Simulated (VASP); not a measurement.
A run of VASP 6.6.1 is set up as follows.

POSCAR

```
GaN
1.0
   -0.1077383064      2.2009396875      2.2009396875
    2.2009396875     -0.1077383064      2.2009396875
    2.2009396875      2.2009396875     -0.1077383064
Ga N
1 1
Direct
    0.0000000000      0.0000000000      0.0000000000
    0.7500000000      0.7500000000      0.7500000000
```

Contents of INCAR.step1:

```
PREC = Accurate
ENCUT = 520
ISMEAR = 0
SIGMA = 0.05
LREAL = F
LASPH = T
NELM = 100
NBANDS = 16
GGA = PE
ALGO = Normal
EDIFF = 1E-4
LWAVE = T
LCHARG = F
```

The input INCAR.step2:

```
PREC = Accurate
ENCUT = 520
EDIFF = 1E-6
ISMEAR = 0
SIGMA = 0.05
LREAL = F
LASPH = T
NELM = 100
ALGO = Normal
ISIF = 2
LWAVE = F
LCHARG = T
METAGGA = R2SCAN
LMIXTAU = T
LELF = T
LVHAR = T
NBANDS = 16
ISTART = 1
```

File KPOINTS:

```
Automatic mesh
0
Gamma
  12 12 12
```

Potentials or basis: VASP PAW PBE potentials, release 64 (Ga_d, N).

The run is started by

```bash
$ cat potpaw_PBE.64/Ga_d/POTCAR potpaw_PBE.64/N/POTCAR > POTCAR
$ cp INCAR.step1 INCAR
$ mpirun -np 1 vasp_std > vasp.out
$ cp INCAR.step2 INCAR
$ mpirun -np 1 vasp_std > vasp.out
```

Question: Estimate the largest force.

Answer: 0.971 eV/Å.

Question: What does it give for the pressure?

Answer: 1.6 GPa.

Question: Estimate the band gap on the k mesh.

Answer: 1.85 eV, direct.

Stress tensor (GPa, compression positive):
```
 1.58 10.32 10.32
10.32  1.58 10.32
10.32 10.32  1.58
```

Caveat: the PAW data sets were made with another functional, which shifts forces and pressure a little.
